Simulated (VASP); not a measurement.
# TaN (P-6m2) in VASP: further runs

Aim: see how the results for TaN move with the level of theory and the settings. Levels: LDA, r2SCAN, B3LYP. Tasks: relaxation of cell and atoms, single point.

All numbers are computed with VASP 6.6.1; they aren't measurements. Logs are shortened: lines on timing, memory, paths and dates and some standing lists are left out, and cuts for length are marked.

### 1 The cell of the first run

The structure is hexagonal, space group P-6m2 (No. 187). Conventional cell: a = 2.938 Å, b = 2.938 Å, c = 2.883 Å, α = 90.00°, β = 90.00°, γ = 120.00°. Within 3.0 Å of Ta (site symmetry -6m2) lie 6 N at 2.23 Å and 8 Ta at 2.88 to 2.94 Å. N (site symmetry -6m2) has 6 Ta at 2.23 Å and 8 N at 2.88 to 2.94 Å within 3.0 Å.

### 2 Relaxation of cell and atoms, LDA

INCAR

```
SYSTEM = TaN
ALGO = Normal
EDIFF = 1E-7
EDIFFG = -0.01
ENCUT = 700
GGA_COMPAT = .FALSE.
IBRION = 2
ISIF = 3
ISMEAR = -1
LASPH = .TRUE.
LCHARG = .FALSE.
LREAL = .FALSE.
LWAVE = .FALSE.
NELM = 120
NELMIN = 4
NSW = 60
PREC = Accurate
SIGMA = 0.05
```

KPOINTS

```
k-points
0
G
  7 7 7
  0 0 0
```

POSCAR

```
TaN
1.0
    2.9380011100      0.0000000000      0.0000000000
   -1.4690005500      2.5443836000      0.0000000000
    0.0000000000      0.0000000000      2.8830022100
Ta N
1 1
Direct
    0.3333333333      0.6666666667      0.5000000000
    0.0000000000      0.0000000000      0.0000000000
```

Potentials or basis: VASP PAW LDA potentials, release 64 (Ta_sv_GW, N).

The run is started by

```
$ cat potpaw_LDA.64/Ta_sv_GW/POTCAR potpaw_LDA.64/N/POTCAR > POTCAR
$ mpirun -np 1 vasp_std > vasp.out
```

OUTCAR:

```text
SYSTEM = TaN
   EDIFF = 1E-7
   EDIFFG = -0.01
   ENCUT = 700
   IBRION = 2
   ISIF = 3
   ISMEAR = -1
   LASPH = .TRUE.
   LREAL = .FALSE.
   NELM = 120
   NELMIN = 4
   NSW = 60
   PREC = Accurate

 ion  position               nearest neighbor table
   1  0.333  0.667  0.500-   2 2.23   2 2.23   2 2.23   2 2.23   2 2.23   2 2.23
   2  0.000  0.000  0.000-   1 2.23   1 2.23   1 2.23   1 2.23   1 2.23   1 2.23

  LATTYP: Found a hexagonal cell.
 ALAT       =     2.9380011100
 C/A-ratio  =     0.9812801636

  Lattice vectors:

 A1 = (   2.9380011100,   0.0000000000,   0.0000000000)
 A2 = (  -1.4690005500,   2.5443836000,   0.0000000000)
 A3 = (   0.0000000000,   0.0000000000,   2.8830022100)

Analysis of symmetry for initial positions (statically):
=====================================================================
 Subroutine PRICEL returns:
 Original cell was already a primitive cell.

 Routine SETGRP: Setting up the symmetry group for a
 hexagonal supercell.

 Subroutine GETGRP returns: Found 12 space group operations
 (whereof 12 operations were pure point group operations)
 out of a pool of 24 trial point group operations.

The static configuration has the point symmetry D_3h.

Analysis of symmetry for dynamics (positions and initial velocities):
=====================================================================
 Subroutine PRICEL returns:
 Original cell was already a primitive cell.

 Routine SETGRP: Setting up the symmetry group for a
 hexagonal supercell.

 Subroutine GETGRP returns: Found 12 space group operations
 (whereof 12 operations were pure point group operations)
 out of a pool of 24 trial point group operations.

The dynamic configuration has the point symmetry D_3h.

 Subroutine INISYM returns: Found 12 space group operations
 (whereof 12 operations are pure point group operations),
 and found     1 'primitive' translations

----------------------------------------------------------------------------------------

                                     Primitive cell

  volume of cell :      21.5516

  direct lattice vectors                    reciprocal lattice vectors
     2.938001110  0.000000000  0.000000000     0.340367468  0.196511249  0.000000000
    -1.469000550  2.544383600  0.000000000     0.000000000  0.393022499  0.000000000
     0.000000000  0.000000000  2.883002210     0.000000000  0.000000000  0.346860643

  length of vectors
     2.938001110  2.938001110  2.883002210     0.393022499  0.393022499  0.346860643

  position of ions in fractional coordinates (direct lattice)
     0.333333333  0.666666667  0.500000000
     0.000000000  0.000000000  0.000000000

  ion indices of the primitive-cell ions
   primitive index   ion index
                 1           1
                 2           2

----------------------------------------------------------------------------------------

 KPOINTS: k-points

Automatic generation of k-mesh.
 Grid dimensions read from file:
 generate k-points for:    7    7    7

 Generating k-lattice:

  Cartesian coordinates                     Fractional coordinates (reciprocal lattice)
     0.048623924  0.028073036  0.000000000     0.142857143  0.000000000  0.000000000
     0.000000000  0.056146071  0.000000000     0.000000000  0.142857143  0.000000000
     0.000000000  0.000000000  0.049551520     0.000000000  0.000000000  0.142857143

  Length of vectors
     0.056146071  0.056146071  0.049551520

  Shift w.r.t. Gamma in fractional coordinates (k-lattice)
     0.000000000  0.000000000  0.000000000

 Subroutine IBZKPT returns following result:
 ===========================================

 Found     32 irreducible k-points:

 Following reciprocal coordinates:
            Coordinates               Weight
  0.000000  0.000000  0.000000      1.000000
  0.142857  0.000000  0.000000      6.000000
  0.285714 -0.000000  0.000000      6.000000
  0.428571 -0.000000  0.000000      6.000000
  0.142857  0.142857  0.000000      6.000000
  0.285714  0.142857  0.000000     12.000000
[... 16 lines left out ...]
  0.428571  0.142857  0.285714     12.000000
  0.285714  0.285714  0.285714     12.000000
 [... further k-points ...]
   k-points           NKPTS =     32   k-points in BZ     NKDIM =     32   number of bands    NBANDS=     13
   number of dos      NEDOS =    301   number of ions     NIONS =      2
   total plane-waves  NPLWV =  21952
   dimension x,y,z NGX =    28 NGY =   28 NGZ =   28
   dimension x,y,z NGXF=    56 NGYF=   56 NGZF=   56
   ions per type =               1   1
   NGX,Y,Z   is equivalent  to a cutoff of  15.84, 15.84, 16.15 a.u.
   NGXF,Y,Z  is equivalent  to a cutoff of  31.69, 31.69, 32.29 a.u.
 SYSTEM =  TaN
   PREC   = accura    normal or accurate (medium, high low for compatibility)
   ISTART =      0    job   : 0-new  1-cont  2-samecut
   ICHARG =      2    charge: 1-file 2-atom 10-const
   ISPIN  =      1    spin polarized calculation?
   LNONCOLLINEAR =      F non collinear calculations
   LSORBIT =      F    spin-orbit coupling
   LASPH  =      T    aspherical Exc in radial PAW
   ENCUT  =  700.0 eV  51.45 Ry    7.17 a.u.   6.34  6.34  6.22*2*pi/ulx,y,z
   NELM   =    120;   NELMIN=  4; NELMDL= -5     # of ELM steps
   EDIFF  = 0.1E-06   stopping-criterion for ELM
   LREAL  =      F    real-space projection
   EDIFFG = -.1E-01   stopping-criterion for IOM
   NSW    =     60    number of steps for IOM
   IBRION =      2    ionic relax: 0-MD 1-quasi-New 2-CG
   NFREE  =      1    steps in history (QN), initial steepest desc. (CG)
   ISIF   =      3    stress and relaxation
   ISYM   =      2    0-nonsym 1-usesym 2-fastsym
   POTIM  = 0.5000    time-step for ionic-motion
   TEBEG  =    0.0;   TEEND  =   0.0 temperature during run
   PSTRESS=    0.0 pullay stress
   NELECT =      18.0000    total number of electrons
   NUPDOWN=      -1.0000    fix difference up-down
   EMIN   =  10.00;   EMAX   =-10.00  energy-range for DOS
   EFERMI =   0.00;   METHOD = LEGACY
   ISMEAR =    -1;   SIGMA  =   0.05  broadening in eV -4-tet -1-fermi 0-gaus
   EFERMI_NEDOS =   21; number of points for ismear=-14 and -15
   IALGO  =     38    algorithm
   IMIX   =      4    mixing-type and parameters
     AMIX     =   0.40;   BMIX     =  1.00
     AMIX_MAG =   1.60;   BMIX_MAG =  1.00
  volume/ion in A,a.u.               =      10.78        72.72
  Fermi-wavevector in a.u.,A,eV,Ry     =   1.541721  2.913430 32.339743  2.376904
  Thomas-Fermi vector in A             =   2.647627
   LORBIT       =      0    0 simple, 1 ext, 2 COOP (PROOUT), +10 PAW based schemes
   GGA     = CA    functional components
   LHFCALC =     F    Hartree Fock is set to
   AEXX    =    0.0000 exact exchange contribution
   IVDW    =     0    specifies the selected vdW correction
   LEPSILON=     F    determine dielectric tensor
   LRPA    =     F    only Hartree local field effects (RPA)
 conjugate gradient relaxation of ions
 non-spin polarized calculation
  energy-cutoff  :      700.00
  volume of cell :       21.55
 maximum number of plane-waves:       918
 NGX is ok and might be reduce to    28
   NGX = 13   NGY = 13   NGZ = 13

--------------------------------------- Ionic step        1  -------------------------------------------

 number of electron      17.9999999 magnetization

 Free energy of the ion-electron system (eV)
  ---------------------------------------------------
  ext. energy  EPLUGINS =         0.00000000
  ---------------------------------------------------
  free energy    TOTEN  =       -27.20702995 eV

  energy without entropy =      -27.20671752  energy(sigma->0) =      -27.20687373

------------------------ aborting loop because EDIFF is reached ----------------------------------------

  FORCE on cell =-STRESS in cart. coord.  units (eV):
  Direction    XX          YY          ZZ          XY          YZ          ZX
  --------------------------------------------------------------------------------------
  -------------------------------------------------------------------------------------
  Total       -1.3235991     -1.3235991     -1.6041028     -0.0000000     -0.0000000      0.0000000
  in kB      -98.3982833    -98.3982835   -119.2513412     -0.0000002     -0.0000000      0.0000000
  external PRESSURE =    -105.3493027 kB  Pullay stress =       0.0000000 kB

 VOLUME and BASIS-vectors are now :
 -----------------------------------------------------------------------------
  energy-cutoff  :      700.00
  volume of cell :       21.55
      direct lattice vectors                 reciprocal lattice vectors
     2.938001110  0.000000000  0.000000000     0.340367468  0.196511249  0.000000000
    -1.469000550  2.544383600  0.000000000     0.000000000  0.393022499  0.000000000
     0.000000000  0.000000000  2.883002210     0.000000000  0.000000000  0.346860643
[... 181 lines left out ...]
 POSITION                                       TOTAL-FORCE (eV/Angst)
 -----------------------------------------------------------------------------------
      0.00000      1.68080      1.42733         0.000000     -0.000000      0.000000
      2.91124     -0.00000      0.00000        -0.000000      0.000000      0.000000
 -----------------------------------------------------------------------------------
    total drift:                                0.000000     -0.000000     -0.000000

  FREE ENERGIE OF THE ION-ELECTRON SYSTEM (eV)
  ---------------------------------------------------
  free  energy   TOTEN  =       -27.2280461768 eV

  energy  without entropy=      -27.2277799240  energy(sigma->0) =      -27.22791305

--------------------------------------- Ionic step        7  -------------------------------------------

 number of electron      17.9999999 magnetization

 Free energy of the ion-electron system (eV)
  ---------------------------------------------------
  ext. energy  EPLUGINS =         0.00000000
  ---------------------------------------------------
  free energy    TOTEN  =       -27.22808359 eV

  energy without entropy =      -27.22782986  energy(sigma->0) =      -27.22795673

 E-fermi :  12.6637     XC(G=0): -14.1436

 val. band max:       12.4793926451   @ k =   0.0000   0.0000   0.4286
 cond. band min:      12.8131887473   @ k =   0.0000   0.0000   0.2857
 fundamental gap:      0.3337961023
 Fermi energy:        12.6637177613

 k-point     1 :       0.0000    0.0000    0.0000
  band No.  band energies     occupation
      1     -55.4655      2.00000
      2     -21.9798      2.00000
      3     -21.7026      2.00000
      4     -21.7026      2.00000
      5      -5.1783      2.00000
      6       7.8738      2.00000
      7       7.8738      2.00000
      8       8.2358      2.00000
      9       9.6560      2.00000
     10      15.1141      0.00000
     11      16.2756      0.00000
     12      16.2756      0.00000
     13      16.6689      0.00000

 k-point     2 :       0.1429    0.0000    0.0000
  band No.  band energies     occupation
      1     -55.4488      2.00000
      2     -21.9495      2.00000
      3     -21.9378      2.00000
      4     -21.7529      2.00000
      5      -4.7465      2.00000
      6       6.8239      2.00000
      7       8.1990      2.00000
      8       8.7796      2.00000
      9       9.0720      2.00000
     10      15.4575      0.00000
     11      16.3595      0.00000
[... 339 lines left out ...]
 k-point    24 :       0.2857    0.2857    0.2857
  band No.  band energies     occupation
      1     -55.3339      2.00000
      2     -22.5381      2.00000
      3     -22.3656      2.00000
      4     -22.2393      2.00000
      5      -2.7987      2.00000
      6       5.0577      2.00000
      7       6.1825      2.00000
      8       7.2929      2.00000
      9      11.8688      2.00000
     10      15.8233      0.00000
     11      17.2673      0.00000
     12      17.9911      0.00000
     13      19.0085      0.00000

 [... further k-points ...]

------------------------ aborting loop because EDIFF is reached ----------------------------------------

  FORCE on cell =-STRESS in cart. coord.  units (eV):
  Direction    XX          YY          ZZ          XY          YZ          ZX
  --------------------------------------------------------------------------------------
  -------------------------------------------------------------------------------------
  Total       -0.0123876     -0.0123876      0.0005828     -0.0000000      0.0000000     -0.0000000
  in kB       -0.9480435     -0.9480435      0.0446056     -0.0000000      0.0000000     -0.0000000
  external PRESSURE =      -0.6171604 kB  Pullay stress =       0.0000000 kB

 VOLUME and BASIS-vectors are now :
 -----------------------------------------------------------------------------
  energy-cutoff  :      700.00
  volume of cell :       20.93
      direct lattice vectors                 reciprocal lattice vectors
     2.911120917 -0.000000000  0.000000000     0.343510293  0.198325759  0.000000000
    -1.455560454  2.521104670 -0.000000000     0.000000000  0.396651520  0.000000000
    -0.000000000 -0.000000000  2.852443634    -0.000000000 -0.000000000  0.350576603

 POSITION                                       TOTAL-FORCE (eV/Angst)
 -----------------------------------------------------------------------------------
      0.00000      1.68074      1.42622         0.000000     -0.000000      0.000000
     -0.00000      0.00000      0.00000        -0.000000      0.000000     -0.000000
 -----------------------------------------------------------------------------------
    total drift:                                0.000000     -0.000000     -0.000000

  FREE ENERGIE OF THE ION-ELECTRON SYSTEM (eV)
  ---------------------------------------------------
  free  energy   TOTEN  =       -27.2280835932 eV

  energy  without entropy=      -27.2278298606  energy(sigma->0) =      -27.22795673

 reached required accuracy - stopping structural energy minimisation
```

It took 86 s on 1 thread of Intel Xeon Platinum 8488C (Sapphire Rapids), shared host; peak memory 0.17 GiB.

Results:

```yaml
Free_energy: -27.2281 eV
Relaxed_volume: 10.47 Å³/atom
Relaxed_cell: a = 2.911 Å, b = 2.911 Å, c = 2.852 Å, α = 90.00°, β = 90.00°, γ = 120.00°
Space_group_after_relaxing_to_0.1_Å: P-6m2 (No. 187)
Energy_gained_by_relaxing: 10.5 meV/atom
Ionic_steps: 7
Pressure_after_relaxing: -0.1 GPa
Band_gap_on_the_k_mesh: zero (bands 9 and 10 overlap by 0.33 eV)
```

Stress tensor (GPa, compression positive):
```
-0.09  0.00  0.00
 0.00 -0.09  0.00
 0.00  0.00  0.00
```

Step by step:
```
step  energy change (eV)  largest force (eV/Å)  pressure (GPa)  volume (Å³)
   1              0.0000                0.0000          -10.53        21.55
   2              0.1318                0.0000           34.13        19.42
   3             -0.0210                0.0000           -0.36        20.95
   4             -0.0210                0.0000           -0.05        20.93
   5             -0.0210                0.0000            0.18        20.92
   6             -0.0210                0.0000           -0.42        20.95
   7             -0.0211                0.0000           -0.06        20.93
```

Final structure:
```yaml
crystal:
  lattice:
    - [2.91112, 0.00000, 0.00000]
    - [-1.45556, 2.52110, 0.00000]
    - [0.00000, 0.00000, 2.85244]
  atoms:
    - { symbol: Ta, position: [0.33333, 0.66667, 0.50000] }
    - { symbol: N, position: [0.00000, 0.00000, 0.00000] }
```

Caveat: spin-orbit coupling is left out, which moves the levels of the heavy elements. LDA usually gives volumes a few per cent too small.

### 3 Single point, r2SCAN

POSCAR

```
TaN
1.0
    2.9363029744     -0.0000000029      0.0000000000
   -1.4681514847      2.5429129705      0.0000000000
    0.0000000000      0.0000000000      2.8843441302
Ta N
1 1
Direct
    0.3333333333      0.6666666667      0.5000000000
    0.0000000000      0.0000000000      0.0000000000
```

INCAR.step1

```
  PREC = Accurate
  ENCUT = 770
  ISMEAR = -1
  SIGMA = 0.05
  LREAL = False
  LASPH = True
  NELM = 120
  NBANDS = 16
  GGA = PE
  ALGO = Normal
  EDIFF = 1E-5
  LWAVE = True
  LCHARG = False
  GGA_COMPAT = False
```

INCAR.step2

```
  PREC = Accurate
  ENCUT = 770
  EDIFF = 1E-6
  ISMEAR = -1
  SIGMA = 0.05
  LREAL = False
  LASPH = True
  NELM = 120
  ALGO = Normal
  ISIF = 2
  LWAVE = False
  LCHARG = True
  METAGGA = R2SCAN
  LMIXTAU = True
  LELF = True
  LVHAR = True
  NBANDS = 16
  ISTART = 1
  GGA_COMPAT = False
```

KPOINTS

```
Automatic mesh
0
Gamma
  10 10 9
```

Potentials or basis: VASP PAW PBE potentials, release 64 (Ta_sv_GW, N).

The run is started by

```
$ cat potpaw_PBE.64/Ta_sv_GW/POTCAR potpaw_PBE.64/N/POTCAR > POTCAR
$ cp INCAR.step1 INCAR
$ mpirun -np 1 vasp_std > vasp.out
$ cp INCAR.step2 INCAR
$ mpirun -np 1 vasp_std > vasp.out
```

Wall time 2.5 min (1 thread of Intel Xeon Platinum 8259CL at 2.50GHz (Skylake/Cascade Lake), shared host); peak memory 0.2 GiB.

The run converged. Its results:

- Free energy: -62.9575 eV
- Pressure: 0.0 GPa
- Band gap on the k mesh: zero (bands 9 and 10 overlap by 0.34 eV)

Stress tensor (GPa, compression positive):
```
-0.08  0.00  0.00
 0.00 -0.08  0.00
 0.00  0.00  0.06
```

Levels at points of the mesh, in eV from the Fermi level:
```
           k point  band 5  band 6  band 7  band 8  band 9  band 10  band 11  band 12  band 13  band 14
(0.00, 0.00, 0.00)  -18.88   -4.91   -4.91   -4.48   -3.26     2.38     3.65     3.65     4.16     4.16
(0.50, 0.00, 0.00)  -16.62   -8.70   -5.55   -3.69   -3.50     3.14     4.07     5.38     5.43     7.75
```

Caveat: the PAW data sets were made with another functional, which shifts forces and pressure a little; spin-orbit coupling is left out, which moves the levels of the heavy elements.

(Part 1 of 2 ends here.)

The gap in the log of VASP goes by the Fermi energy; the results here count the filled bands.